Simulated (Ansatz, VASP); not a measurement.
Ga in VASP and in Ansatz

```
Ga
1.0
     1.38347   -2.44295    0.00000
     1.38347    2.44295    0.00000
     0.00000    0.00000    2.90828
Ga
1
Direct
  0.50000 0.50000 0.00000
```

Alike in both runs: task relaxation of cell and atoms; functional PBE; k mesh 22 × 22 × 20; occupations gaussian, width 0.1 eV; no spin polarisation.

|  | VASP | Ansatz |
| --- | --- | --- |
| version | VASP 6.6.1 | Ansatz 0.2.0 |
| potentials or method | VASP PAW PBE potentials, release 64 (Ga_d), cutoff 600 eV | scalar-relativistic, plane waves, PAW |
| valence electrons in the cell | 13 | 13 |

VASP gave:

```
gap on the k mesh at the Fermi level, each at its own relaxed structure (eV) : none
relaxed volume (Å³/atom)                                                     : 19.44
relaxed length of the cell vector where the two differ most in proportion (Å)              : 2.878
```

Question: Which values does Ansatz return?

Answer: gap on the k mesh at the Fermi level, each at its own relaxed structure (eV): none; relaxed volume (Å³/atom): 19.41; relaxed length of the cell vector where the two differ most in proportion (Å): 2.870.

A gap of «none» marks a metal or a gap that the smearing closes.
